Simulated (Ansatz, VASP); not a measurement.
**Two plane-wave programs on LiCl**

The input INCAR:

```
SYSTEM = LiCl
PREC     = Accurate       ! precision mode
ENCUT    = 520            ! plane-wave cutoff, eV
EDIFF    = 1E-6           ! SCF threshold, eV
ISMEAR   = -1             ! smearing method
SIGMA    = 0.02           ! smearing width, eV
LREAL    = .FALSE.        ! projectors in reciprocal space
LASPH    = .TRUE.         ! aspherical terms in the spheres
NELM     = 100            ! most SCF steps
ALGO     = Normal         ! electronic algorithm
ISIF     = 2              ! what is computed and relaxed
LWAVE    = .FALSE.        ! write WAVECAR
LCHARG   = .TRUE.         ! write CHGCAR
GGA      = PE             ! functional
LELF     = .TRUE.         ! ELF
LVHAR    = .TRUE.       
NBANDS   = 12             ! bands
```

KPOINTS

```
Automatic mesh
0
G
  8 8 8
  0 0 0
```

File POSCAR:

```
LiCl
1.0
    0.0255603699      2.5560369889      2.5560369889
    2.5560369889      0.0255603699      2.5560369889
    2.5815973587      2.5815973587     -0.0000000001
Li Cl
1 1
Direct
    0.0000000000      0.0000000000      0.0000000000
    0.5000000000      0.5000000000      0.5000000000
```

Input for Ansatz:

```yaml
crystal:
  lattice:
    - [0.0255603699, 2.5560369889, 2.5560369889]
    - [2.5560369889, 0.0255603699, 2.5560369889]
    - [2.5815973587, 2.5815973587, -1.0e-10]
  atoms:
    - { symbol: Li, position: [0.0, 0.0, 0.0] }
    - { symbol: Cl, position: [0.5, 0.5, 0.5] }
kpoints:
  mp_grid: { grid: [8, 8, 8] }
  band_path:
    path:
      - [0.0, 0.0, 0.0]
      - [0.5, 0.0, 0.5]
      - [0.625, 0.25, 0.625]
      - [0.375, 0.375, 0.75]
      - [0.5, 0.5, 0.5]
      - [0.5, 0.25, 0.75]
      - [0.0625, 0.0625, 0.125]
    npoints: 1
hamiltonian:
  xc: pbe
scf:
  occupations: { method: fermi_dirac, width: 0.02 }
  n_extra_bands: 4
output:
  forces: true
  stress: true
  eigenvalues: true
  write_density: true
  write_potential: true
  elf: true
  volumetric_format: npy
```

Change from the starting cell: shear_xy strain +2.0%.

Alike in both runs: task single point; functional PBE; k mesh 8 × 8 × 8; occupations fermi-dirac, width 0.02 eV; no spin polarisation.

|  | VASP | Ansatz |
| --- | --- | --- |
| version | VASP 6.6.1 | Ansatz 0.2.0 |
| potentials or method | VASP PAW PBE potentials, release 64 (Li_sv, Cl) | plane waves, PAW |
| plane-wave cutoff (eV) | 520 | 420 |
| valence electrons in the cell | 10 | 10 |

|  | VASP | Ansatz | Ansatz less VASP |
| --- | --- | --- | --- |
| gap on the k mesh at the Fermi level (eV) | 6.34 | 6.32 | -0.013 |

With one functional, cell and mesh, what is left measures potentials, basis and numerics.

Noted on VASP's run: the cutoff is short for stress, so the pressure is rough.
